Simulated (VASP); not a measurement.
# Al20O in VASP: a series of runs, part 2 of 2

VASP 6.6.1. The steps go on from the part before.

**4. Single point, LDA**

The input, INCAR:

```
  ALGO = Normal
  EDIFF = 1E-7
  ENCUT = 520
  ISIF = 2
  ISMEAR = 0
  LASPH = True
  LCHARG = False
  LREAL = Auto
  LWAVE = False
  NBANDS = 49
  NELM = 60
  PREC = Accurate
  SIGMA = 0.1
```

The input, KPOINTS:

```
k-points
0
Gamma
  3 4 1
```

The input, POSCAR:

```
Al20O
1.0
    8.1000000000      0.0000000000      0.0000000000
    0.0000000000      5.7275650000      0.0000000000
    0.0000000000      0.0000000000     16.7275650000
Al O
20 1
Direct
    0.0000000000      0.0000000000      0.0597816239
    0.5000000000      0.0000000000      0.0597816239
    0.0000000000      0.5000000873      0.0597816239
    0.5000000000      0.5000000873      0.0597816239
    0.2500000000      0.2499999564      0.1453823076
    0.7500000000      0.2499999564      0.1453823076
    0.2500000000      0.7500000436      0.1453823076
    0.7500000000      0.7500000436      0.1453823076
   -0.0020967901     -0.0049638895      0.2214434677
    0.5037840741      0.0048505779      0.2273971137
    0.0079335802      0.4973321123      0.2267985209
    0.5044855556      0.5070198243      0.2234235527
    0.2658888889      0.2812312038      0.3133438130
    0.7624744444      0.2532830269      0.3061991390
    0.2585669136      0.7736552968      0.3205205898
    0.7583859259      0.7461848098      0.3045659664
   -0.0298602469     -0.0001443895      0.3938151787
    0.5347728395      0.0058733511      0.3873897964
   -0.0114379012      0.5082316831      0.3882088636
    0.5185202469      0.5085037010      0.3842060694
    0.1856134568      1.0539213435      0.3773336406
```

Potentials or basis: VASP PAW LDA potentials, release 64 (Al, O).

Started as:

```console
$ cat potpaw_LDA.64/Al/POTCAR potpaw_LDA.64/O/POTCAR > POTCAR
$ mpirun -np 1 vasp_std > vasp.out
```

OUTCAR:

```text
EDIFF = 1E-7
   ENCUT = 520
   ISIF = 2
   ISMEAR = 0
   LASPH = True
   LREAL = Auto
   NELM = 60
   PREC = Accurate

 ion  position               nearest neighbor table
   1  0.000  0.000  0.060-   9 2.70   3 2.86   6 2.86   7 2.86   8 2.86   5 2.86   3 2.86
   2  0.500  0.000  0.060-  10 2.80   4 2.86   6 2.86   7 2.86   8 2.86   5 2.86   4 2.86
   3  0.000  0.500  0.060-  11 2.79   1 2.86   8 2.86   7 2.86   6 2.86   5 2.86   1 2.86
   4  0.500  0.500  0.060-  12 2.74   2 2.86   8 2.86   7 2.86   6 2.86   5 2.86   2 2.86
   5  0.250  0.250  0.145-  11 2.78   9 2.81  13 2.82  10 2.84  12 2.85   7 2.86   1 2.86   2 2.86
                             3 2.86   4 2.86   7 2.86
   6  0.750  0.250  0.145-  14 2.69   9 2.79  12 2.80  10 2.80   8 2.86   2 2.86   1 2.86   4 2.86
                             3 2.86   8 2.86  11 2.87
   7  0.250  0.750  0.145-   9 2.79  11 2.79  12 2.81   5 2.86   3 2.86   4 2.86   1 2.86   2 2.86
                             5 2.86  10 2.87  15 2.93
   8  0.750  0.750  0.145-  16 2.66  12 2.76   9 2.76  10 2.83   6 2.86   4 2.86   3 2.86   2 2.86
                             1 2.86   6 2.86  11 2.88
   9  0.998  0.995  0.221-   1 2.70   8 2.76  16 2.78   7 2.79   6 2.79  14 2.80   5 2.81  11 2.85
                            11 2.88  17 2.89  15 2.97  13 3.12
  10  0.504  0.005  0.227-  18 2.69   6 2.80   2 2.80   8 2.83   5 2.84  16 2.85  15 2.85  12 2.85
                            14 2.86   7 2.87  12 2.88  13 2.88
  11  0.008  0.497  0.227-  19 2.71  14 2.77   5 2.78   7 2.79  16 2.79   3 2.79  13 2.83   9 2.85
[... 13 lines left out ...]
  18  0.535  0.006  0.387-  10 2.69  14 2.69  16 2.72  15 2.83  20 2.85  20 2.88  13 2.96
  19  0.989  0.508  0.388-  16 2.70  11 2.71  14 2.71  17 2.82  13 2.88  15 2.89  17 2.92
  20  0.519  0.509  0.384-  12 2.69  13 2.70  16 2.72  14 2.78  15 2.81  18 2.85  18 2.88
  21  0.186  0.054  0.377-  17 1.79  13 1.81  15 1.96

  LATTYP: Found a simple orthorhombic cell.
 ALAT       =     5.7275650000
 B/A-ratio  =     1.4142135445
 C/A-ratio  =     2.9205369123

  Lattice vectors:

 A1 = (   0.0000000000,  -5.7275650000,   0.0000000000)
 A2 = (   8.1000000000,   0.0000000000,   0.0000000000)
 A3 = (   0.0000000000,   0.0000000000,  16.7275650000)

Analysis of symmetry for initial positions (statically):
=====================================================================
 Subroutine PRICEL returns:
 Original cell was already a primitive cell.

 Routine SETGRP: Setting up the symmetry group for a
 simple orthorhombic supercell.

 Subroutine GETGRP returns: Found  1 space group operations
 (whereof  1 operations were pure point group operations)
 out of a pool of  8 trial point group operations.

The static configuration has the point symmetry C_1 .

Analysis of symmetry for dynamics (positions and initial velocities):
=====================================================================
 Subroutine PRICEL returns:
 Original cell was already a primitive cell.

 Routine SETGRP: Setting up the symmetry group for a
 simple orthorhombic supercell.

 Subroutine GETGRP returns: Found  1 space group operations
 (whereof  1 operations were pure point group operations)
 out of a pool of  8 trial point group operations.

The dynamic configuration has the point symmetry C_1 .

 Subroutine INISYM returns: Found  1 space group operations
 (whereof  1 operations are pure point group operations),
 and found     1 'primitive' translations

----------------------------------------------------------------------------------------

[... 95 lines left out ...]
   number of dos      NEDOS =    301   number of ions     NIONS =     21
   total plane-waves  NPLWV = 362880
   dimension x,y,z NGX =    60 NGY =   48 NGZ =  126
   dimension x,y,z NGXF=   120 NGYF=   96 NGZF=  252
   ions per type =              20   1
   NGX,Y,Z   is equivalent  to a cutoff of  12.31, 13.93, 12.52 a.u.
   NGXF,Y,Z  is equivalent  to a cutoff of  24.63, 27.86, 25.04 a.u.
 SYSTEM =  unknown system
   PREC   = accura    normal or accurate (medium, high low for compatibility)
   ISTART =      0    job   : 0-new  1-cont  2-samecut
   ICHARG =      2    charge: 1-file 2-atom 10-const
   ISPIN  =      1    spin polarized calculation?
   LNONCOLLINEAR =      F non collinear calculations
   LSORBIT =      F    spin-orbit coupling
   LASPH  =      T    aspherical Exc in radial PAW
   ENCUT  =  520.0 eV  38.22 Ry    6.18 a.u.  15.06 10.65 31.10*2*pi/ulx,y,z
   NELM   =     60;   NELMIN=  2; NELMDL= -5     # of ELM steps
   EDIFF  = 0.1E-06   stopping-criterion for ELM
   LREAL  =      T    real-space projection
   EDIFFG = 0.1E-05   stopping-criterion for IOM
   NSW    =      0    number of steps for IOM
   IBRION =     -1    ionic relax: 0-MD 1-quasi-New 2-CG
   NFREE  =      0    steps in history (QN), initial steepest desc. (CG)
   ISIF   =      2    stress and relaxation
   ISYM   =      2    0-nonsym 1-usesym 2-fastsym
   POTIM  = 0.5000    time-step for ionic-motion
   TEBEG  =    0.0;   TEEND  =   0.0 temperature during run
   PSTRESS=    0.0 pullay stress
   NELECT =      66.0000    total number of electrons
   NUPDOWN=      -1.0000    fix difference up-down
   EMIN   =  10.00;   EMAX   =-10.00  energy-range for DOS
   EFERMI =   0.00;   METHOD = LEGACY
   ISMEAR =     0;   SIGMA  =   0.10  broadening in eV -4-tet -1-fermi 0-gaus
   EFERMI_NEDOS =   21; number of points for ismear=-14 and -15
   IALGO  =     38    algorithm
   IMIX   =      4    mixing-type and parameters
     AMIX     =   0.40;   BMIX     =  1.00
     AMIX_MAG =   1.60;   BMIX_MAG =  1.00
  volume/ion in A,a.u.               =      36.95       249.38
  Fermi-wavevector in a.u.,A,eV,Ry     =   0.719935  1.360481  7.051995  0.518307
  Thomas-Fermi vector in A             =   1.809259
   LORBIT       =      0    0 simple, 1 ext, 2 COOP (PROOUT), +10 PAW based schemes
   GGA     = CA    functional components
   LHFCALC =     F    Hartree Fock is set to
   AEXX    =    0.0000 exact exchange contribution
   IVDW    =     0    specifies the selected vdW correction
   LEPSILON=     F    determine dielectric tensor
   LRPA    =     F    only Hartree local field effects (RPA)
 non-spin polarized calculation
 Gauss-broadening in eV      SIGMA  =   0.10
  energy-cutoff  :      520.00
  volume of cell :      776.05
 maximum number of plane-waves:     20916
   NGX = 31   NGY = 21   NGZ = 63

 number of electron      65.9999999 magnetization

 Free energy of the ion-electron system (eV)
  ---------------------------------------------------
  ext. energy  EPLUGINS =         0.00000000
  ---------------------------------------------------
  free energy    TOTEN  =       -86.42370942 eV

  energy without entropy =      -86.38730634  energy(sigma->0) =      -86.40550788

 E-fermi :   1.0876     XC(G=0):  -5.6552

 val. band max:        1.0278506983   @ k =   0.3333   0.2500   0.0000
 cond. band min:       1.0880609978   @ k =  -0.3333   0.2500   0.0000
 fundamental gap:      0.0602102995
 Fermi energy:         1.0875746185

 k-point     1 :       0.0000    0.0000    0.0000
  band No.  band energies     occupation
      1     -19.0347      2.00000
      2      -9.5336      2.00000
      3      -7.7401      2.00000
      4      -7.7283      2.00000
      5      -7.1526      2.00000
      6      -6.5796      2.00000
[... 325 lines left out ...]
     44       3.2688      0.00000
     45       3.4061      0.00000
 [bands above 45 left out]

------------------------ aborting loop because EDIFF is reached ----------------------------------------

  FORCE on cell =-STRESS in cart. coord.  units (eV):
  Direction    XX          YY          ZZ          XY          YZ          ZX
  --------------------------------------------------------------------------------------
  -------------------------------------------------------------------------------------
  Total       -1.3699253    -13.0861269     -1.7527717      0.7338938     -0.4895215     -0.0795766
  in kB       -2.8282624    -27.0168019     -3.6186631      1.5151514     -1.0106355     -0.1642890
  external PRESSURE =     -11.1545758 kB  Pullay stress =       0.0000000 kB

 VOLUME and BASIS-vectors are now :
 -----------------------------------------------------------------------------
  energy-cutoff  :      520.00
  volume of cell :      776.05
      direct lattice vectors                 reciprocal lattice vectors
     8.100000000  0.000000000  0.000000000     0.123456790  0.000000000  0.000000000
     0.000000000  5.727565000  0.000000000     0.000000000  0.174594265  0.000000000
     0.000000000  0.000000000 16.727565000     0.000000000  0.000000000  0.059781564

 POSITION                                       TOTAL-FORCE (eV/Angst)
 -----------------------------------------------------------------------------------
      0.00000      0.00000      1.00000        -0.054474      0.020797      0.106925
      4.05000      0.00000      1.00000         0.095678     -0.010928      0.378149
      0.00000      2.86378      1.00000        -0.003245     -0.052075      0.376980
      4.05000      2.86378      1.00000         0.023336     -0.008521      0.226270
      2.02500      1.43189      2.43189        -0.019759     -0.103646     -0.077303
      6.07500      1.43189      2.43189        -0.027123     -0.044421     -0.440078
[... 13 lines left out ...]
      4.20001      2.91249      6.42683        -0.014223      0.029782     -0.015311
      1.50347      0.30884      6.31187         0.383112     -0.853581     -0.303445
 -----------------------------------------------------------------------------------
    total drift:                                0.002441     -0.000214     -0.003153

  FREE ENERGIE OF THE ION-ELECTRON SYSTEM (eV)
  ---------------------------------------------------
  free  energy   TOTEN  =       -86.4237094227 eV

  energy  without entropy=      -86.3873063436  energy(sigma->0) =      -86.40550788
```

Wall time 5.4 min (1 thread of Intel Xeon 6975P-C (Granite Rapids), shared host); peak memory 0.62 GiB.

Results:

```yaml
Free_energy: -86.4237 eV
Largest_force: 0.984 eV/Å
Band_gap_on_the_k_mesh: zero (band 33 reaches 1.23 eV, above the bottom of band 34 at 0.87 eV)
```

Forces in eV/Å, atoms in the order of the input:
```
Al  -0.054  0.021  0.107
Al   0.096 -0.011  0.378
Al  -0.003 -0.052  0.377
Al   0.023 -0.009  0.226
Al  -0.020 -0.104 -0.077
Al  -0.027 -0.044 -0.440
Al   0.039  0.112 -0.008
Al  -0.007  0.117 -0.565
Al  -0.039  0.022 -0.031
Al  -0.029  0.005  0.009
Al  -0.005  0.021  0.032
Al  -0.015  0.003  0.012
Al  -0.033  0.186  0.028
Al   0.006  0.015 -0.039
Al  -0.033  0.155  0.152
Al   0.022  0.024  0.010
Al  -0.153  0.135  0.116
Al   0.055  0.025 -0.007
Al  -0.190  0.201  0.040
Al  -0.014  0.030 -0.015
O    0.383 -0.854 -0.303
```
